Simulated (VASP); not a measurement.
SiC: single point with PBE

The system is SiC.

```xyz
2
Lattice="0.0000 1.9369 2.7388 1.9369 0.0000 2.7388 1.9369 1.9369 0.0000" Properties=species:S:1:pos:R:3 pbc="T T T"
Si    0.0000    0.0000    0.0000
C     2.9054    2.9054    4.1082
```

This cell differs from its parent crystal: ratio of the length along z to the lengths across it x 1.414, volume and fractional coordinates fixed.

- Program: VASP 6.6.1
- Task: single point
- Functional: PBE
- Potentials or basis: VASP PAW PBE potentials, release 64 (Si, C)
- Cutoff: 520 eV
- k mesh: 4 × 4 × 4
- Occupations: gaussian, width 0.05 eV
- Spin: no spin polarisation

The pressure is 1.2 GPa. The band gap on the k mesh is zero (band 4 reaches 9.94 eV, above the bottom of band 5 at 9.17 eV).

Stress tensor (GPa, compression positive):
```
 38.60   0.00   0.00
  0.00  38.60   0.00
  0.00   0.00 -73.54
```

Levels at points of the mesh, in eV from the Fermi level:
```csv
k point,band 2,band 3,band 4,band 5,band 6,band 7
"(0.00, 0.00, 0.00)",-4.05,-0.13,-0.13,1.59,5.73,6.13
"(0.50, 0.00, 0.00)",-10.08,-4.88,-0.58,0.03,7.78,8.60
"(0.50, 0.50, 0.00)",-12.17,-1.87,-1.87,2.43,6.79,8.81
"(0.50, 0.00, 0.50)",-7.76,-5.85,-5.05,-0.75,1.02,6.39
```

It took 10 s on 1 thread of AMD EPYC 7R13 (shared host), peak memory 0.1 GiB.

Caveat: the k points lie up to 0.64 Å⁻¹ apart.
